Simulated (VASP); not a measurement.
Ir, 1 atom in the cell. Symmetry: Fm-3m, No. 225, cubic system. The conventional cell has a = 3.831 Å, b = 3.831 Å, c = 3.831 Å, α = 90.00°, β = 90.00°, γ = 90.00°. Ir (site symmetry m-3m) has 12 Ir at 2.71 Å within 3.6 Å. 

```yaml
Program: VASP 6.6.1
Task: relaxation of volume and atoms at fixed shape
Functional: PBEsol
Potentials_or_basis: VASP PAW PBE potentials, release 64 (Ir)
Cutoff: 500 eV
k_mesh: 19 × 19 × 19
Occupations: fermi-dirac, width 0.05 eV
Spin: no spin polarisation
Dipole_correction: no
Further_INCAR_settings: ALGO = Normal; EDIFF = 1e-07; IBRION = 2; EDIFFG = -0.02; NSW = 80; ISIF = 8
```

Potentials or basis: VASP PAW PBE potentials, release 64 (Ir).

The run is started by

```bash
$ cat potpaw_PBE.64/Ir/POTCAR > POTCAR
$ mpirun -np 1 vasp_std > vasp.out
```

Hardware: 1 thread of AMD EPYC 9R45 96-Core Processor (Zen 5), with other jobs on the host.

Q: Estimate the wall time of this run.

A: Wall time 27 s on 1 thread of AMD EPYC 9R45 96-Core Processor (Zen 5), with other jobs on the host, peak memory 0.12 GiB. Counts: scf iterations 24, k points 220, ion steps 3.
